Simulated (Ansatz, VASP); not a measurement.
## Two plane-wave programs on SnSe

```xyz
2
Lattice="0.0000 2.9728 2.9728 2.9728 0.0000 2.9728 2.9728 2.9728 0.0000" Properties=species:S:1:pos:R:3 pbc="T T T"
Sn    0.0000    0.0000    0.0000
Se    2.9728    2.9728    2.9353
```

Change from the starting cell: all Se atoms moved +0.037 Å, as atom 2 towards its neighbour atom 1 (Sn) at 2.973 Å.

Alike in both runs: task single point; functional PBEsol; k mesh 8 × 8 × 8; occupations gaussian, width 0.05 eV; no spin polarisation.

```csv
,VASP,Ansatz
version,VASP 6.6.1,Ansatz 0.2.0
potentials or method,"VASP PAW PBE potentials, release 64 (Sn_d, Se), cutoff 520 eV","scalar-relativistic, plane waves, PAW"
valence electrons in the cell,20,30
```

```tsv
	VASP	Ansatz	Ansatz less VASP
gap on the k mesh at the Fermi level (eV)	0.75	0.75	-0.001
least direct gap on the mesh (eV)	0.82	0.82	-0.003
pressure (GPa)	0.0	0.0	-0.02
rms of the force components (eV/Å)	0.009	0.008	-0.0009
```

VASP's potentials were made for PBE, not for PBEsol. Atom by atom the forces differ by 0.001 eV/Å (rms over components). VASP's potentials hold 20 valence electrons a cell and Ansatz's 30, so a difference there can come from the potentials and not from the codes.
